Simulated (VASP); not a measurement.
Set up this calculation in VASP 6.6.1, as the native input.

| Property | Result |
| --- | --- |
| Task | single point |
| Functional | BLYP |
| Potentials or basis | VASP PAW PBE potentials, release 64 (Os) |
| Cutoff | 520 eV |
| k mesh | 16 × 16 × 16 |
| Occupations | fermi-dirac, width 0.1 eV |
| Spin | no spin polarisation |
| Dipole correction | no |
| Further INCAR settings | ALGO = Normal; EDIFF = 1e-06; NBANDS = 10 |

The structure of Os lies in POSCAR:

```
Os
1.0
    0.0000000000      1.9825238314      1.9825238314
    1.9825238314      0.0000000000      1.9825238314
    1.9825238314      1.9825238314      0.0000000000
Os
1
Direct
    0.0000000000      0.0000000000      0.0000000000
```

This isn't the form of Os at room conditions, which is hcp.

The input as run:

INCAR

```
AGGAC = 1.0 ; AGGAX = 1.0
ALDAC = 0.0 ; ALDAX = 1.0
ALGO = Normal ; EDIFF = 1E-6
ENCUT = 520 ; GGA = B5
ISIF = 2 ; ISMEAR = -1
LASPH = T ; LCHARG = T
LELF = T ; LREAL = F
LVHAR = T ; LWAVE = F
NBANDS = 10 ; NELM = 60
PREC = Accurate ; SIGMA = 0.1
```

KPOINTS

```
k-points
0
Gamma
  16 16 16
```

Potentials or basis: VASP PAW PBE potentials, release 64 (Os).

Command:

```bash
$ cat potpaw_PBE.64/Os/POTCAR > POTCAR
$ mpirun -np 1 vasp_std > vasp.out
```

It gave:

```json
{
  "Pressure": "-10.1 GPa",
  "Band gap on the k mesh": "zero (bands 4 and 5 overlap by 3.82 eV)"
}
```

Caveat: the cell stands under tension; the PAW data sets were made with another functional, which shifts forces and pressure a little; spin-orbit coupling is left out, which moves the levels of the heavy elements.

Run time: 65 s on 1 thread of AMD EPYC 7571, on a shared host, peak memory 0.12 GiB.
